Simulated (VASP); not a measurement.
Si2TeO6, 18 atoms in the cell. The cell holds an amorphous packing of atoms, 18 atoms: a = 6.741 Å, b = 6.511 Å, c = 6.296 Å, α = 92.46°, β = 91.47°, γ = 90.35°. 

```yaml
Program: VASP 6.6.1
Task: single point
Functional: PBE
Potentials_or_basis: VASP PAW PBE potentials, release 64 (Te, O, Si)
Cutoff: 520 eV
k_mesh: 1 × 1 × 1
Occupations: fermi-dirac, width 0.1172 eV
Spin: no spin polarisation
Dipole_correction: no
Further_INCAR_settings: LREAL = Auto; ALGO = Normal; EDIFF = 1e-06; NBANDS = 65; ISYM = 0
```

Potentials or basis: VASP PAW PBE potentials, release 64 (Te, O, Si).

Run with:

```console
$ cat potpaw_PBE.64/Te/POTCAR potpaw_PBE.64/O/POTCAR potpaw_PBE.64/Si/POTCAR > POTCAR
$ mpirun -np 1 vasp_gam > vasp.out
```

Hardware: 1 thread of AMD EPYC 7R13 Processor (Zen 3), with other jobs on the host.

Q: Estimate the wall time of this run.

A: Run time: 35 s on 1 thread of AMD EPYC 7R13 Processor (Zen 3) (shared host), peak memory 0.28 GiB. Counts: scf iterations 17, k points 1.
